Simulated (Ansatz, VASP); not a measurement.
Two plane-wave programs on MnS

Contents of INCAR:

```
SYSTEM = MnS
PREC     = Accurate       ! precision mode
ENCUT    = 600            ! plane-wave cutoff, eV
EDIFF    = 1E-7           ! SCF threshold, eV
ISMEAR   = -1             ! smearing method
SIGMA    = 0.05           ! smearing width, eV
LREAL    = .FALSE.        ! projectors in reciprocal space
LASPH    = .TRUE.         ! aspherical terms in the spheres
NELM     = 150            ! most SCF steps
ALGO     = Normal         ! electronic algorithm
ISIF     = 3              ! what is computed and relaxed
LWAVE    = .FALSE.        ! write WAVECAR
LCHARG   = .FALSE.        ! write CHGCAR
ISPIN    = 2              ! spin polarisation
MAGMOM   = 4 0            ! initial moments
LORBIT   = 11             ! projections on sites
LMAXMIX  = 4              ! l up to which the mixer works
GGA      = RE             ! functional
IVDW     = 12             ! dispersion correction
IBRION   = 2              ! ionic algorithm
NSW      = 60             ! ionic steps
EDIFFG   = -0.01          ! ionic threshold
```

The input KPOINTS:

```
Automatic mesh
0
G
  9 9 9
  0 0 0
```

File POSCAR:

```
MnS
1.0
    0.0000000000      2.4734634191      2.4734634191
    2.4734634191      0.0000000000      2.4734634191
    2.4734634191      2.4734634191      0.0000000000
Mn S
1 1
Direct
    0.0000000000      0.0000000000      0.0000000000
    0.7500000000      0.7500000000      0.7500000000
```

input.yaml

```yaml
crystal:
  lattice:
    - [0.0, 2.4734634191, 2.4734634191]
    - [2.4734634191, 0.0, 2.4734634191]
    - [2.4734634191, 2.4734634191, 0.0]
  atoms:
    - { symbol: Mn, position: [0.0, 0.0, 0.0], spin: 4.0 }
    - { symbol: S, position: [0.75, 0.75, 0.75] }
hamiltonian:
  xc: revpbe
  pseudopotentials: { kind: paw }
  dispersion: d3bj
magnetization:
  spin_polarized: true
kpoints:
  mp_grid: { grid: [9, 9, 9] }
scf:
  occupations: { method: fermi_dirac, width: 0.05 }
output:
  forces: true
  stress: true
relax:
  f_tol: 0.01
  max_steps: 40
  cell: { stress_tol: 0.05 }
```

Alike in both runs: task relaxation of cell and atoms; functional revPBE; dispersion D3(BJ); k mesh 9 × 9 × 9; occupations fermi-dirac, width 0.05 eV; collinear spin.

|  | VASP | Ansatz |
| --- | --- | --- |
| version | VASP 6.6.1 | Ansatz 0.2.0 |
| potentials or method | VASP PAW PBE potentials, release 64 (Mn_pv, S) | Ansatz PAW |
| plane-wave cutoff (eV) | 600 | 420 |
| valence electrons in the cell | 19 | 21 |

```csv
,VASP,Ansatz,Ansatz less VASP
net moment per atom (μB),0.09,0.09,+0.003
size of the moment on the site where the two differ most (μB),0.17,0.16,-0.015
relaxed volume (Å³/atom),14.59,14.60,+0.009
relaxed length of the cell vector where the two differ most in proportion (Å),3.455,3.456,+0.0007
```

VASP's potentials were made for PBE, not for revPBE. Site moments also hang on the region over which each program counts them. VASP's potentials hold 19 valence electrons a cell and Ansatz's 21, so a difference there can come from the potentials and not from the codes.

Noted on Ansatz's run: the plane-wave basis is chosen anew once the cell has moved, so the energies of steps on either side of that aren't comparable.
